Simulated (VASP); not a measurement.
Wanted: the native input for a VASP 6.6.1 run.

```
Task                   : single point
Functional             : PBE
Potentials or basis    : VASP PAW PBE potentials, release 64 (Ga_d, Bi_d, Te, Se)
Cutoff                 : 520 eV
k mesh                 : 6 × 6 × 2
Occupations            : gaussian, width 0.1 eV
Spin                   : no spin polarisation
Dipole correction      : no
Further INCAR settings : ALGO = Normal; EDIFF = 1e-06; NBANDS = 31
```

The structure of GaBiTe2Se lies in POSCAR:

```
GaBiTe2Se
1.0
    4.3399799600      0.0000000000      0.0000000000
   -2.1699899800      3.7585329000      0.0000000000
    0.0000000000      0.0000000000     10.0704663900
Ga Bi Te Se
1 1 2 1
Direct
    0.3333333300      0.6666666700      0.5000000000
    0.6666666700      0.3333333300      0.0000000000
    0.6666666700      0.3333333300      0.5000000000
    0.3333333300      0.6666666700      0.0000000000
    0.0000000000      0.0000000000      0.5000000000
```

The cell was built from a structure type or drawn by symmetry, and may not be a known phase.

One way to write it, as run:

INCAR

```
SYSTEM = GaBiTe2Se
  ALGO = Normal
  EDIFF = 1E-6
  ENCUT = 520
  GGA = PE
  ISIF = 2
  ISMEAR = 0
  LASPH = .True.
  LCHARG = .False.
  LREAL = .False.
  LWAVE = .False.
  NBANDS = 31
  NELM = 60
  PREC = Accurate
  SIGMA = 0.1
```

KPOINTS

```
k-points
0
Gamma
  6 6 2
  0 0 0
```

Potentials or basis: VASP PAW PBE potentials, release 64 (Ga_d, Bi_d, Te, Se).

Launch:

```console
$ cat potpaw_PBE.64/Ga_d/POTCAR potpaw_PBE.64/Bi_d/POTCAR potpaw_PBE.64/Te/POTCAR potpaw_PBE.64/Se/POTCAR > POTCAR
$ mpirun -np 1 vasp_std > vasp.out
```

It gave:

| Item | Value |
| --- | --- |
| Pressure | 34.8 GPa |
| Band gap on the k mesh | zero (bands 23 and 24 overlap by 1.33 eV) |

Caveat: the cell stands under pressure; spin-orbit coupling is left out, which moves the levels of the heavy elements; this functional lacks dispersion, which binds the layers, so the pressure and a relaxed spacing across them are unreliable.

Wall time 47 s on 1 thread of Intel(R) Xeon(R) 6975P-C (Granite Rapids), on a shared host, peak memory 0.32 GiB.
